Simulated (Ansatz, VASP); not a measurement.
# One calculation of AlCu3, two programs

```
Al Cu
1.0
     0.00000    2.89067    2.89067
     2.89067    0.00000    2.89067
     2.89067    2.89067    0.00000
Al Cu
1 3
Direct
  0.00000 0.00000 0.00000
  0.50000 0.50000 0.50000
  0.25000 0.25000 0.25000
  0.75000 0.75000 0.75000
```

Alike in both runs: task single point; functional r2SCAN; k mesh 12 × 12 × 12; occupations gaussian, width 0.1 eV; no spin polarisation.

|  | VASP | Ansatz |
| --- | --- | --- |
| version | VASP 6.6.1 | Ansatz 0.2.0 |
| potentials or method | VASP PAW PBE potentials, release 64 (Al, Cu), cutoff 520 eV | scalar-relativistic, plane waves, PAW |
| valence electrons in the cell | 36 | 60 |

Ansatz gave:

```
gap on the k mesh at the Fermi level (eV) : none
pressure (GPa)                            : 0.0
```

Task: Which values does VASP return?

Result: gap on the k mesh at the Fermi level (eV): none; pressure (GPa): 0.3.

VASP's potentials were made for PBE, not for r2SCAN. A gap of «none» marks a metal or a gap that the smearing closes. VASP's potentials hold 36 valence electrons a cell and Ansatz's 60, so a difference there can come from the potentials and not from the codes.
